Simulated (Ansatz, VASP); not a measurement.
## One calculation of Mg2Cd3Te5, two programs

INCAR

```
SYSTEM = Mg2Cd3Te5
PREC = Accurate
ENCUT = 520
EDIFF = 1E-7
ISMEAR = 0
SIGMA = 0.1
LREAL = .FALSE.
LASPH = .TRUE.
NELM = 100
ALGO = Normal
ISIF = 2
LWAVE = .FALSE.
LCHARG = .FALSE.
GGA = PE
NBANDS = 46
```

The input KPOINTS:

```
regular mesh
0
G
  4 4 4
  0 0 0
```

POSCAR

```
Mg2Cd3Te5
1.0
   -2.3271151823      4.0306817307     -0.0000000035
   -4.6542303645      0.0000000000      0.0000000000
   -2.3271151823      1.3435605936     18.9387881988
Mg Cd Te
2 3 5
Direct
    0.9998720000      0.9998720000      0.0003840000
    0.7994510000      0.7994510000      0.6016470000
    0.6005290000      0.6005290000      0.1984130000
    0.1996780000      0.1996780000      0.4009660000
    0.4001820000      0.4001820000      0.7994540000
    0.6510110000      0.6510110000      0.0469670000
    0.2500290000      0.2500290000      0.2499130000
    0.8491170000      0.8491170000      0.4526490000
    0.4506020000      0.4506020000      0.6481940000
    0.0495290000      0.0495290000      0.8514130000
```

Input for Ansatz:

```yaml
crystal:
  lattice:
    - [-2.3271151823, 4.0306817307, -3.5e-09]
    - [-4.6542303645, 0.0, 0.0]
    - [-2.3271151823, 1.3435605936, 18.9387881988]
  atoms:
    - { symbol: Mg, position: [0.999872, 0.999872, 0.000384] }
    - { symbol: Mg, position: [0.799451, 0.799451, 0.601647] }
    - { symbol: Cd, position: [0.600529, 0.600529, 0.198413] }
    - { symbol: Cd, position: [0.199678, 0.199678, 0.400966] }
    - { symbol: Cd, position: [0.400182, 0.400182, 0.799454] }
    - { symbol: Te, position: [0.651011, 0.651011, 0.046967] }
    - { symbol: Te, position: [0.250029, 0.250029, 0.249913] }
    - { symbol: Te, position: [0.849117, 0.849117, 0.452649] }
    - { symbol: Te, position: [0.450602, 0.450602, 0.648194] }
    - { symbol: Te, position: [0.049529, 0.049529, 0.851413] }
basis:
  ecutwfc: 420
kpoints:
  mp_grid: { grid: [4, 4, 4] }
hamiltonian:
  xc: pbe
scf:
  occupations: { method: gaussian, width: 0.1 }
  lower_state_search: "off"
output:
  forces: true
  stress: true
  eigenvalues: true
```

Alike in both runs: task single point; functional PBE; k mesh 4 × 4 × 4; occupations gaussian, width 0.1 eV; no spin polarisation.

```csv
,VASP,Ansatz
version,VASP 6.6.1,Ansatz 0.2.0
potentials or method,"VASP PAW PBE potentials, release 64 (Mg, Cd, Te), cutoff 520 eV","scalar-relativistic, plane waves, PAW"
valence electrons in the cell,70,160
```

```tsv
	VASP	Ansatz	Ansatz less VASP
gap on the k mesh at the Fermi level (eV)	1.05	1.06	+0.004
least direct gap on the mesh (eV)	1.05	1.06	+0.004
pressure (GPa)	0.1	0.1	-0.06
traceless stress, the component that is largest in VASP (GPa)	-0.15	-0.15	+0.001
rms of the force components (eV/Å)	0.011	0.006	-0.0041
```

Atom by atom the forces differ by 0.005 eV/Å (rms over components). VASP's potentials hold 70 valence electrons a cell and Ansatz's 160, so a difference there can come from the potentials and not from the codes.

Spin-orbit coupling is off throughout.
